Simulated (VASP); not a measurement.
A run of VASP 6.6.1 is set up as follows.

Contents of INCAR:

```
SYSTEM = Pb
PREC = Accurate ; ENCUT = 600
EDIFF = 1E-6 ; ISMEAR = 0
SIGMA = 0.1 ; LREAL = .False.
LASPH = .True. ; NELM = 100
ALGO = Normal ; ISIF = 4
LWAVE = .False. ; LCHARG = .False.
GGA = PE ; IVDW = 12
IBRION = 2 ; NSW = 50
EDIFFG = -0.01
```

File KPOINTS:

```
Automatic mesh
0
Gamma
  15 15 8
  0 0 0
```

POSCAR

```
Pb
1.0
    3.6021007394      0.0000000000      0.0000000000
   -1.8010503697      3.1195107473      0.0000000000
    0.0000000000      0.0000000000      5.9384028179
Pb
2
Direct
    0.3333333333      0.6666666667      0.2500000000
    0.6666666667      0.3333333333      0.7500000000
```

Potentials or basis: VASP PAW PBE potentials, release 64 (Pb_d).

Launch:

```bash
$ cat potpaw_PBE.64/Pb_d/POTCAR > POTCAR
$ mpirun -np 1 vasp_std > vasp.out
```

Q: What does it give for the band gap on the k mesh?

A: Zero (band 14 reaches 11.45 eV, above the bottom of band 15 at 4.49 eV).

Q: What does it give for the dispersion energy per atom?

A: -0.372 eV.

Final structure:
```
CELL_PARAMETERS angstrom
3.60210 0.00000 0.00000
-1.80105 3.11951 0.00000
0.00000 0.00000 5.93840
ATOMIC_POSITIONS crystal
Pb 0.33333 0.66667 0.25000
Pb 0.66667 0.33333 0.75000
```

Caveat: the relaxation stopped at its first step, so nothing moved; spin-orbit coupling is left out, which moves the levels of the heavy elements.
